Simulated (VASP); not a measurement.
Al: single point with PBE

Crystal: Al.

```
Al
1.0
     3.90968    0.00000    0.00000
     0.00000    3.90968    0.00000
     0.00000    0.00000    3.90968
Al
3
Direct
  0.00000 0.50000 0.50000
  0.50000 0.00000 0.50000
  0.50000 0.50000 0.00000
```

```json
{"Program": "VASP 6.6.1", "Task": "single point", "Functional": "PBE", "Potentials or basis": "VASP PAW PBE potentials, release 64 (Al)", "Cutoff": "520 eV", "k mesh": "6 × 6 × 6", "Occupations": "gaussian, width 0.1 eV", "Spin": "no spin polarisation"}
```

```yaml
Pressure: 0.0 GPa
```

Levels at points of the mesh, in eV from the Fermi level:
| k point | band 1 | band 2 | band 3 | band 4 | band 5 | band 6 | band 7 | band 8 | band 9 |
| --- | --- | --- | --- | --- | --- | --- | --- | --- | --- |
| (0.00, 0.00, 0.00) | -9.84 | -1.13 | -1.13 | -1.13 | 0.18 | 0.18 | 1.62 | 7.40 | 7.40 |
| (0.50, 0.00, 0.00) | -8.13 | -6.61 | 0.28 | 0.28 | 2.13 | 2.13 | 2.18 | 2.34 | 2.65 |
| (0.50, 0.50, 0.00) | -6.30 | -5.12 | -5.12 | -3.16 | 1.88 | 3.14 | 3.14 | 4.27 | 5.09 |
| (0.50, 0.50, 0.50) | -4.50 | -3.33 | -3.33 | -3.33 | -2.18 | -2.18 | -2.18 | 1.63 | 12.92 |

It took 23 s on 1 thread of Intel Xeon 8259CL, on a shared host, peak memory 0.16 GiB.
